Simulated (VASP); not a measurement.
Wanted: the native input for a VASP 6.6.1 run.

* Task: single point
* Functional: PBE
* Potentials or basis: VASP PAW PBE potentials, release 64 (Ag, O, Sn_d)
* Cutoff: 520 eV
* k mesh: 5 × 5 × 4
* Occupations: gaussian, width 0.0191 eV
* Spin: no spin polarisation
* Dipole correction: no
* Further INCAR settings: ALGO = Normal; EDIFF = 1e-06; NBANDS = 72

The structure of Ag5Sn2O6 lies in POSCAR:

```
Ag5Sn2O6
1.0
    2.9513520000      5.1118870000      0.0000000000
   -2.9513520000      5.1118870000      0.0000000000
    0.0000000000      0.0000000000      6.3887160000
Ag O Sn
5 6 2
Direct
    0.0000000000      0.0000000000      0.2640000000
    0.5000000000      0.5000000000      0.5220000000
    0.0000000000      0.5000000000      0.5220000000
    0.5000000000      0.0000000000      0.5220000000
    0.0000000000      0.0000000000      0.7360000000
    0.3970000000      0.6030000000      0.8290000000
    0.0000000000      0.3970000000      0.8290000000
    0.6030000000      0.0000000000      0.8290000000
    0.6030000000      0.3970000000      0.2150000000
    0.0000000000      0.6030000000      0.2150000000
    0.3970000000      0.0000000000      0.2150000000
    0.3333000000      0.3334000000      0.0220000000
    0.6667000000      0.6666000000      0.0220000000
```

The input as run:

INCAR

```
SYSTEM = Ag5Sn2O6
PREC     = Accurate       ! precision mode
ENCUT    = 520            ! plane-wave cutoff, eV
EDIFF    = 1E-6           ! SCF threshold, eV
ISMEAR   = 0              ! smearing method
SIGMA    = 0.0191         ! smearing width, eV
LREAL    = .False.        ! projectors in reciprocal space
LASPH    = .True.         ! aspherical terms in the spheres
NELM     = 80             ! most SCF steps
ALGO     = Normal         ! electronic algorithm
ISIF     = 2              ! what is computed and relaxed
LWAVE    = .False.        ! write WAVECAR
LCHARG   = .False.        ! write CHGCAR
GGA      = PE             ! functional
NBANDS   = 72             ! bands
LUSENCCL = .False.
```

KPOINTS

```
Automatic mesh
0
Gamma
  5 5 4
  0 0 0
```

Potentials or basis: VASP PAW PBE potentials, release 64 (Ag, O, Sn_d).

Run with:

```sh
$ cat potpaw_PBE.64/Ag/POTCAR potpaw_PBE.64/O/POTCAR potpaw_PBE.64/Sn_d/POTCAR > POTCAR
$ mpirun -np 1 vasp_std > vasp.out
```

Results of the run:

| Item | Value |
| --- | --- |
| Pressure | 0.6 GPa |
| Largest force | 1.335 eV/Å |

Caveat: an odd number of electrons without spin polarisation forces a metal; a magnetic or distorted state may lie lower.

It used 100 s of CPU time on 1 × NVIDIA H100 80GB with 1 thread of AMD EPYC 7R13 Processor (Zen 3), on a shared host.
